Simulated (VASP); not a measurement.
# Yb (Im-3m) in VASP: a series of runs

The runs below take Yb through single point, with PBE.

All numbers are computed with VASP 6.6.1; they aren't measurements. Logs are shortened: lines on timing, memory, paths and dates and some standing lists are left out, and cuts for length are marked.

## 1. The cell of the first run

The structure is cubic, space group Im-3m (No. 229). The conventional cell has a = 4.303 Å, b = 4.303 Å, c = 4.303 Å, α = 90.00°, β = 90.00°, γ = 90.00°. Within 4.9 Å of Yb (site symmetry m-3m) lie 14 Yb at 3.73 to 4.30 Å.

This isn't the form of Yb at room conditions, which is fcc.

## 2. Single point, PBE, collinear spin, ferromagnetic start

INCAR

```
SYSTEM = Yb
ALGO = Normal
EDIFF = 1E-6
ENCUT = 520
GGA = PE
ISIF = 2
ISMEAR = -1
ISPIN = 2
LASPH = .True.
LCHARG = .True.
LELF = .True.
LMAXMIX = 6
LORBIT = 11
LREAL = .False.
LVHAR = .True.
LWAVE = .False.
MAGMOM = 1.5
NBANDS = 22
NELM = 150
NUPDOWN = 1.5
PREC = Accurate
SIGMA = 0.05
```

KPOINTS

```
k-points
0
Gamma
  7 7 7
  0 0 0
```

POSCAR

```
Yb
1.0
   -2.1514830000      2.1514830000      2.1514830000
    2.1514830000     -2.1514830000      2.1514830000
    2.1514830000      2.1514830000     -2.1514830000
Yb
1
Direct
    0.0000000000      0.0000000000      0.0000000000
```

Potentials or basis: VASP PAW PBE potentials, release 64 (Yb).

Run with:

```bash
$ cat potpaw_PBE.64/Yb/POTCAR > POTCAR
$ mpirun -np 1 vasp_std > vasp.out
```

OUTCAR:

```text
SYSTEM = Yb
   EDIFF = 1E-6
   ENCUT = 520
   GGA = PE
   ISIF = 2
   ISMEAR = -1
   ISPIN = 2
   LASPH = .True.
   LORBIT = 11
   LREAL = .False.
   NELM = 150
   NUPDOWN = 1.5
   PREC = Accurate

 ion  position               nearest neighbor table
   1  0.000  0.000  0.000-

  LATTYP: Found a body centered cubic cell.
 ALAT       =     4.3029660000

  Lattice vectors:

 A1 = (  -2.1514830000,   2.1514830000,   2.1514830000)
 A2 = (   2.1514830000,  -2.1514830000,   2.1514830000)
 A3 = (   2.1514830000,   2.1514830000,  -2.1514830000)

Analysis of symmetry for initial positions (statically):
=====================================================================
 Subroutine PRICEL returns:
 Original cell was already a primitive cell.

 Routine SETGRP: Setting up the symmetry group for a
 body centered cubic supercell.

 Subroutine GETGRP returns: Found 48 space group operations
 (whereof 48 operations were pure point group operations)
 out of a pool of 48 trial point group operations.

The static configuration has the point symmetry O_h .

Analysis of symmetry for dynamics (positions and initial velocities):
=====================================================================
 Subroutine PRICEL returns:
 Original cell was already a primitive cell.

 Routine SETGRP: Setting up the symmetry group for a
 body centered cubic supercell.

 Subroutine GETGRP returns: Found 48 space group operations
 (whereof 48 operations were pure point group operations)
 out of a pool of 48 trial point group operations.

The dynamic configuration has the point symmetry O_h .

Analysis of structural, dynamic, and magnetic symmetry:
=====================================================================
 Subroutine PRICEL returns:
 Original cell was already a primitive cell.

 Routine SETGRP: Setting up the symmetry group for a
 body centered cubic supercell.

 Subroutine GETGRP returns: Found 48 space group operations
 (whereof 48 operations were pure point group operations)
 out of a pool of 48 trial point group operations.

The overall configuration has the point symmetry O_h .

 Subroutine INISYM returns: Found 48 space group operations
 (whereof 48 operations are pure point group operations),
 and found     1 'primitive' translations

----------------------------------------------------------------------------------------

                                     Primitive cell

  volume of cell :      39.8358

  direct lattice vectors                    reciprocal lattice vectors
    -2.151483000  2.151483000  2.151483000     0.000000000  0.232397839  0.232397839
     2.151483000 -2.151483000  2.151483000     0.232397839  0.000000000  0.232397839
     2.151483000  2.151483000 -2.151483000     0.232397839  0.232397839  0.000000000

  length of vectors
     3.726477868  3.726477868  3.726477868     0.328660176  0.328660176  0.328660176

  position of ions in fractional coordinates (direct lattice)
     0.000000000  0.000000000  0.000000000

  ion indices of the primitive-cell ions
   primitive index   ion index
                 1           1

----------------------------------------------------------------------------------------

 KPOINTS: k-points

Automatic generation of k-mesh.
 Grid dimensions read from file:
 generate k-points for:    7    7    7

 Generating k-lattice:

  Cartesian coordinates                     Fractional coordinates (reciprocal lattice)
     0.000000000  0.033199691  0.033199691     0.142857143  0.000000000  0.000000000
     0.033199691  0.000000000  0.033199691     0.000000000  0.142857143  0.000000000
     0.033199691  0.033199691  0.000000000     0.000000000  0.000000000  0.142857143

  Length of vectors
     0.046951454  0.046951454  0.046951454

  Shift w.r.t. Gamma in fractional coordinates (k-lattice)
     0.000000000  0.000000000  0.000000000

 Subroutine IBZKPT returns following result:
 ===========================================

 Found     20 irreducible k-points:

 Following reciprocal coordinates:
            Coordinates               Weight
  0.000000  0.000000  0.000000      1.000000
  0.142857  0.000000  0.000000     12.000000
  0.285714  0.000000  0.000000     12.000000
  0.428571  0.000000  0.000000     12.000000
  0.142857  0.142857  0.000000     24.000000
  0.285714  0.142857  0.000000     48.000000
[... 12 lines left out ...]
 -0.428571 -0.428571  0.285714      8.000000
 -0.428571  0.428571  0.428571      6.000000
   k-points           NKPTS =     20   k-points in BZ     NKDIM =     20   number of bands    NBANDS=     22
   number of dos      NEDOS =    301   number of ions     NIONS =      1
   total plane-waves  NPLWV =  21952
   dimension x,y,z NGX =    28 NGY =   28 NGZ =   28
   dimension x,y,z NGXF=    56 NGYF=   56 NGZF=   56
   ions per type =               1
   NGX,Y,Z   is equivalent  to a cutoff of  12.49, 12.49, 12.49 a.u.
   NGXF,Y,Z  is equivalent  to a cutoff of  24.98, 24.98, 24.98 a.u.
 SYSTEM =  Yb
   PREC   = accura    normal or accurate (medium, high low for compatibility)
   ISTART =      0    job   : 0-new  1-cont  2-samecut
   ICHARG =      2    charge: 1-file 2-atom 10-const
   ISPIN  =      2    spin polarized calculation?
   LNONCOLLINEAR =      F non collinear calculations
   LSORBIT =      F    spin-orbit coupling
   LASPH  =      T    aspherical Exc in radial PAW
   ENCUT  =  520.0 eV  38.22 Ry    6.18 a.u.   6.93  6.93  6.93*2*pi/ulx,y,z
   NELM   =    150;   NELMIN=  2; NELMDL= -5     # of ELM steps
   EDIFF  = 0.1E-05   stopping-criterion for ELM
   LREAL  =      F    real-space projection
   EDIFFG = 0.1E-04   stopping-criterion for IOM
   NSW    =      0    number of steps for IOM
   IBRION =     -1    ionic relax: 0-MD 1-quasi-New 2-CG
   NFREE  =      0    steps in history (QN), initial steepest desc. (CG)
   ISIF   =      2    stress and relaxation
   ISYM   =      2    0-nonsym 1-usesym 2-fastsym
   POTIM  = 0.5000    time-step for ionic-motion
   TEBEG  =    0.0;   TEEND  =   0.0 temperature during run
   PSTRESS=    0.0 pullay stress
   NELECT =      24.0000    total number of electrons
   NUPDOWN=       1.5000    fix difference up-down
   EMIN   =  10.00;   EMAX   =-10.00  energy-range for DOS
   EFERMI =   0.00;   METHOD = LEGACY
   ISMEAR =    -1;   SIGMA  =   0.05  broadening in eV -4-tet -1-fermi 0-gaus
   EFERMI_NEDOS =   21; number of points for ismear=-14 and -15
   IALGO  =     38    algorithm
   IMIX   =      4    mixing-type and parameters
     AMIX     =   0.40;   BMIX     =  1.00
     AMIX_MAG =   1.60;   BMIX_MAG =  1.00
  volume/ion in A,a.u.               =      39.84       268.83
  Fermi-wavevector in a.u.,A,eV,Ry     =   1.382677  2.612880 26.011550  1.911795
  Thomas-Fermi vector in A             =   2.507346
   LORBIT       =     11    0 simple, 1 ext, 2 COOP (PROOUT), +10 PAW based schemes
   GGA     = PE    functional components
   LHFCALC =     F    Hartree Fock is set to
   AEXX    =    0.0000 exact exchange contribution
   IVDW    =     0    specifies the selected vdW correction
   LEPSILON=     F    determine dielectric tensor
   LRPA    =     F    only Hartree local field effects (RPA)
 spin polarized calculation
  energy-cutoff  :      520.00
  volume of cell :       39.84
 maximum number of plane-waves:      1085
   NGX = 13   NGY = 13   NGZ = 13

 number of electron      24.0000000 magnetization       1.5000000

 Free energy of the ion-electron system (eV)
  ---------------------------------------------------
  ext. energy  EPLUGINS =         0.00000000
  ---------------------------------------------------
  free energy    TOTEN  =        -3.08987565 eV

  energy without entropy =       -3.01920405  energy(sigma->0) =       -3.05453985

 E-fermi :   0.4173     XC(G=0):  -8.9782

 val. band max:        1.5496752006   @ k =   0.2857   0.2857   0.0000
 cond. band min:       0.4382553365   @ k =  -0.4286   0.4286   0.1429
 fundamental gap:     -1.1114198641
 Fermi energy:         1.6079899251

 spin component 1

 k-point     1 :       0.0000    0.0000    0.0000
  band No.  band energies     occupation
      1     -51.1987      1.00000
      2     -23.3490      1.00000
      3     -23.3490      1.00000
      4     -23.3490      1.00000
      5      -4.1684      1.00000
      6      -0.0799      1.00000
[... 14 lines left out ...]
     21      16.3008      0.00000
     22      16.3008      0.00000

 k-point     2 :       0.1429    0.0000    0.0000
  band No.  band energies     occupation
      1     -51.1967      1.00000
      2     -23.3947      1.00000
      3     -23.3642      1.00000
      4     -23.3490      1.00000
      5      -3.7256      1.00000
      6      -0.0763      1.00000
[... 14 lines left out ...]
     21      13.8156      0.00000
     22      13.9337      0.00000
[... 408 lines left out ...]
      6      -0.0777      1.00000
[... 14 lines left out ...]
     21      14.3845      0.00000
     22      14.3845      0.00000

 k-point    20 :      -0.4286    0.4286    0.4286
  band No.  band energies     occupation
      1     -51.1801      1.00000
      2     -23.5182      1.00000
      3     -23.5107      1.00000
      4     -23.5107      1.00000
      5      -0.0862      1.00000
      6      -0.0839      1.00000
[... 14 lines left out ...]
     21      14.6635      0.00000
     22      14.8903      0.00000
 Fermi energy:         0.4172929714

 spin component 2

 k-point     1 :       0.0000    0.0000    0.0000
  band No.  band energies     occupation
      1     -50.9376      1.00000
      2     -23.0809      1.00000
      3     -23.0809      1.00000
      4     -23.0809      1.00000
      5      -3.0516      1.00000
      6       0.1919      0.98911
[... 14 lines left out ...]
     21      17.0547      0.00000
     22      17.0547      0.00000

 k-point     2 :       0.1429    0.0000    0.0000
  band No.  band energies     occupation
      1     -50.9357      1.00000
      2     -23.1239      1.00000
      3     -23.0955      1.00000
      4     -23.0807      1.00000
      5      -2.6092      1.00000
      6       0.1959      0.98820
[... 14 lines left out ...]
     21      14.7563      0.00000
     22      15.0658      0.00000
[... 423 lines left out ...]
     21      15.3339      0.00000
     22      15.3339      0.00000

 k-point    20 :      -0.4286    0.4286    0.4286
  band No.  band energies     occupation
      1     -50.9196      1.00000
      2     -23.2425      1.00000
      3     -23.2359      1.00000
      4     -23.2359      1.00000
      5       0.2166      0.98225
      6       0.2355      0.97430
[... 14 lines left out ...]
     21      15.5882      0.00000
     22      15.7648      0.00000

------------------------ aborting loop because EDIFF is reached ----------------------------------------

  FORCE on cell =-STRESS in cart. coord.  units (eV):
  Direction    XX          YY          ZZ          XY          YZ          ZX
  --------------------------------------------------------------------------------------
  -------------------------------------------------------------------------------------
  Total       -0.7925480     -0.7925480     -0.7925480     -0.0000000     -0.0000000     -0.0000000
  in kB      -31.8758973    -31.8758973    -31.8758973     -0.0000000     -0.0000000     -0.0000000
  external PRESSURE =     -31.8758973 kB  Pullay stress =       0.0000000 kB

 VOLUME and BASIS-vectors are now :
 -----------------------------------------------------------------------------
  energy-cutoff  :      520.00
  volume of cell :       39.84
      direct lattice vectors                 reciprocal lattice vectors
    -2.151483000  2.151483000  2.151483000     0.000000000  0.232397839  0.232397839
     2.151483000 -2.151483000  2.151483000     0.232397839  0.000000000  0.232397839
     2.151483000  2.151483000 -2.151483000     0.232397839  0.232397839  0.000000000

 POSITION                                       TOTAL-FORCE (eV/Angst)
 -----------------------------------------------------------------------------------
      0.00000      0.00000      0.00000         0.000000      0.000000     -0.000000
 -----------------------------------------------------------------------------------
    total drift:                               -0.000000     -0.000000     -0.000000

  FREE ENERGIE OF THE ION-ELECTRON SYSTEM (eV)
  ---------------------------------------------------
  free  energy   TOTEN  =        -3.0898756499 eV

  energy  without entropy=       -3.0192040511  energy(sigma->0) =       -3.05453985

 total charge

# of ion       s       p       d       f       tot
--------------------------------------------------
    1        2.187   5.992   0.285  13.523  21.987

 magnetization (x)

# of ion       s       p       d       f       tot
--------------------------------------------------
    1        0.024   0.104   0.223   0.310   0.661
```

Run time: 1.9 min. Hardware: 1 thread of Intel Xeon 8259CL, shared host; peak memory 0.2 GiB.

What came out:

```yaml
Free_energy: -3.0899 eV
Pressure: -3.2 GPa
Net_moment: 1.50 μB per cell
Site_moments: Yb +0.66 μB
Valence_electrons_inside_the_program's_atomic_spheres: Yb 21.99
```

Caveat: the cell stands under tension; spin-orbit coupling is left out, which moves the levels of the heavy elements; the total moment is fixed, so each spin has its own Fermi level. The state reached can hang on the start; a lower one may exist.

## 3. Single point, PBE, collinear spin, ferromagnetic start

INCAR

```
SYSTEM = Yb
PREC = Accurate ; ENCUT = 520
EDIFF = 1E-7 ; ISMEAR = -1
SIGMA = 0.05 ; LREAL = .FALSE.
LASPH = .TRUE. ; NELM = 150
ALGO = Normal ; ISIF = 2
LWAVE = .FALSE. ; LCHARG = .FALSE.
ISPIN = 2 ; MAGMOM = 2
LORBIT = 11 ; NUPDOWN = 2.0
LMAXMIX = 6 ; GGA = PE
NBANDS = 22
```

KPOINTS

```
Automatic mesh
0
G
  7 7 7
  0 0 0
```

POSCAR is that of step 2.

Potentials or basis: VASP PAW PBE potentials, release 64 (Yb).

Run with:

```bash
$ cat potpaw_PBE.64/Yb/POTCAR > POTCAR
$ mpirun -np 1 vasp_std > vasp.out
```

Wall time 2.5 min (1 thread of Intel Xeon 8259CL, shared host); peak memory 0.2 GiB.

Results (log left out):

```
Free energy                                           : -2.7317 eV
Pressure                                              : -2.3 GPa
Net moment                                            : 2.00 μB per cell
Site moments                                          : Yb +0.89 μB
Valence electrons inside the program's atomic spheres : Yb 21.96
```

Caveat: spin-orbit coupling is left out, which moves the levels of the heavy elements; the total moment is fixed, so each spin has its own Fermi level. The state reached can hang on the start; a lower one may exist.
